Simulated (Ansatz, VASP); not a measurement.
# SnSe2: VASP beside Ansatz

The input INCAR:

```
PREC = Accurate ; ENCUT = 520
EDIFF = 1E-7 ; ISMEAR = 0
SIGMA = 0.05 ; LREAL = False
LASPH = True ; NELM = 60
ALGO = Normal ; ISIF = 2
LWAVE = False ; LCHARG = False
GGA = PE ; NBANDS = 20
```

File KPOINTS:

```
regular mesh
0
Gamma
  12 12 6
```

POSCAR

```
SnSe2
1.0
    3.8632107324      0.0000000000      0.0000000000
   -1.9316053662      3.3456386344      0.0000000000
    0.0000000000      0.0000000000      5.9722357835
Sn Se
1 2
Direct
    0.0000000000      0.0000000000      0.0000000000
    0.3333333333      0.6666666667      0.2500000000
    0.6666666667      0.3333333333      0.7500000000
```

Input for Ansatz:

```yaml
crystal:
  lattice:
    - [3.8632107324, 0.0, 0.0]
    - [-1.9316053662, 3.3456386344, 0.0]
    - [0.0, 0.0, 5.9722357835]
  atoms:
    - { symbol: Sn, position: [0.0, 0.0, 0.0] }
    - { symbol: Se, position: [0.3333333333, 0.6666666667, 0.25] }
    - { symbol: Se, position: [0.6666666667, 0.3333333333, 0.75] }
basis:
  ecutwfc: 420
kpoints:
  mp_grid: { grid: [12, 12, 6] }
hamiltonian:
  xc: pbe
scf:
  occupations: { method: gaussian, width: 0.05 }
output:
  forces: true
  stress: true
  eigenvalues: true
```

Alike in both runs: task single point; functional PBE; k mesh 12 × 12 × 6; occupations gaussian, width 0.05 eV; no spin polarisation.

|  | VASP | Ansatz |
| --- | --- | --- |
| version | VASP 6.6.1 | Ansatz 0.2.0 |
| potentials or method | VASP PAW PBE potentials, release 64 (Sn_d, Se), cutoff 520 eV | scalar-relativistic, plane waves, PAW |
| valence electrons in the cell | 26 | 46 |

Ansatz gave:

- gap on the k mesh at the Fermi level (eV): 0.52
- least direct gap on the mesh (eV): 0.64
- pressure (GPa): 5.2
- traceless stress, the component that is largest in VASP (GPa): 2.22
- rms of the force components (eV/Å): 0.430

What did VASP give for the same quantities?

gap on the k mesh at the Fermi level (eV): 0.52; least direct gap on the mesh (eV): 0.63; pressure (GPa): 5.2; traceless stress, the component that is largest in VASP (GPa): 2.21; rms of the force components (eV/Å): 0.437.

Atom by atom the forces differ by 0.007 eV/Å (rms over components). The functional is the same, so the differences come from potentials, cutoffs and numerics. VASP's potentials hold 26 valence electrons a cell and Ansatz's 46, so a difference there can come from the potentials and not from the codes.
